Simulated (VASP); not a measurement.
Here is a VASP 6.6.1 calculation.

The input INCAR:

```
SYSTEM = CdSiN2
PREC = Accurate
ENCUT = 520
EDIFF = 1E-6
ISMEAR = -1
SIGMA = 0.02
LREAL = .False.
LASPH = .True.
NELM = 60
ALGO = Normal
ISIF = 2
LWAVE = .False.
LCHARG = .False.
GGA = PE
NBANDS = 36
```

File KPOINTS:

```
Automatic mesh
0
Gamma
  6 6 2
  0 0 0
```

File POSCAR:

```
CdSiN2
1.0
    3.1745071938      0.0000000000      0.0000000000
    0.0000000000      3.1745071938      0.0000000000
    0.0000000000      0.0000000000     10.6198297815
Cd N Si
2 4 2
Direct
    0.5000000000      0.0000000000      0.8612896092
    0.0000000000      0.5000000000      0.1387103908
    0.5000000000      0.5000000000      0.0000000000
    0.0000000000      0.0000000000      0.3241738653
    0.5000000000      0.5000000000      0.5000000000
    0.0000000000      0.0000000000      0.6758261347
    0.5000000000      0.0000000000      0.3956506726
    0.0000000000      0.5000000000      0.6043493274
```

Potentials or basis: VASP PAW PBE potentials, release 64 (Cd, N, Si).

Launch:

```sh
$ cat potpaw_PBE.64/Cd/POTCAR potpaw_PBE.64/N/POTCAR potpaw_PBE.64/Si/POTCAR > POTCAR
$ mpirun -np 1 vasp_std > vasp.out
```

Problem. Predict the pressure.

Solution. -7.5 GPa.

Problem. Predict the largest force.

Solution. 0.341 eV/Å.

Problem. Estimate the band gap on the k mesh.

Solution. Zero (bands 26 and 27 overlap by 0.37 eV).

Stress tensor (GPa, compression positive):
```
-7.84  0.00  0.00
 0.00 -7.84  0.00
 0.00  0.00 -6.75
```

Caveat: the cell stands under tension.
